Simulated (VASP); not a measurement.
Pt, 1 atom in the cell. Symmetry: Fm-3m, No. 225, cubic system. Conventional cell: a = 3.967 Å, b = 3.967 Å, c = 3.967 Å, α = 90.00°, β = 90.00°, γ = 90.00°. Within 3.7 Å of Pt (site symmetry m-3m) lie 12 Pt at 2.81 Å. 

```yaml
Program: VASP 6.6.1
Task: relaxation of cell and atoms
Functional: PBE
Potentials_or_basis: VASP PAW PBE potentials, release 64 (Pt)
Cutoff: 600 eV
k_mesh: 18 × 18 × 18
Occupations: gaussian, width 0.1 eV
Spin: no spin polarisation
Dipole_correction: no
Further_INCAR_settings: ALGO = Normal; EDIFF = 1e-06; IBRION = 2; EDIFFG = -0.005; NSW = 100; ISIF = 3
```

Potentials or basis: VASP PAW PBE potentials, release 64 (Pt).

The run is started by

```sh
$ cat potpaw_PBE.64/Pt/POTCAR > POTCAR
$ mpirun -np 1 vasp_std > vasp.out
```

Hardware: 1 thread of Intel(R) Xeon(R) 6975P-C (Granite Rapids), with other jobs on the host.

Q: How long does it take, and how much memory?

A: Run time: 20 s on 1 thread of Intel(R) Xeon(R) 6975P-C (Granite Rapids), on a shared host, peak memory 0.17 GiB. Counts: scf iterations 20, k points 195, ion steps 3.
